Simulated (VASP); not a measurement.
A run of VASP 6.6.1 is set up as follows.

The input INCAR:

```
ALGO     = Fast           # electronic algorithm
EDIFF    = 1E-7           # SCF threshold, eV
ENCUT    = 520            # plane-wave cutoff, eV
ISIF     = 2              # what is computed and relaxed
ISMEAR   = 0              # smearing method
LASPH    = True           # aspherical terms in the spheres
LCHARG   = False          # write CHGCAR
LREAL    = False          # projectors in reciprocal space
LWAVE    = False          # write WAVECAR
NBANDS   = 13             # bands
NELM     = 60             # most SCF steps
PREC     = Accurate       # precision mode
SIGMA    = 0.15           # smearing width, eV
```

KPOINTS

```
k-points
0
Gamma
  24 24 24
```

Contents of POSCAR:

```
W
1.0
   -1.5973000000      1.5973000000      1.5973000000
    1.5973000000     -1.5973000000      1.5973000000
    1.5973000000      1.5973000000     -1.5973000000
W
1
Direct
    0.0000000000      0.0000000000      0.0000000000
```

Potentials or basis: VASP PAW LDA potentials, release 64 (W_sv).

Launch:

```bash
$ cat potpaw_LDA.64/W_sv/POTCAR > POTCAR
$ mpirun -np 1 vasp_std > vasp.out
```

**Question.** Predict the pressure.

**Answer.** -15.3 GPa.

**Question.** Estimate the band gap on the k mesh.

**Answer.** Zero (band 7 reaches 15.85 eV, above the bottom of band 8 at 9.70 eV).

Caveat: spin-orbit coupling is left out, which moves the levels of the heavy elements.
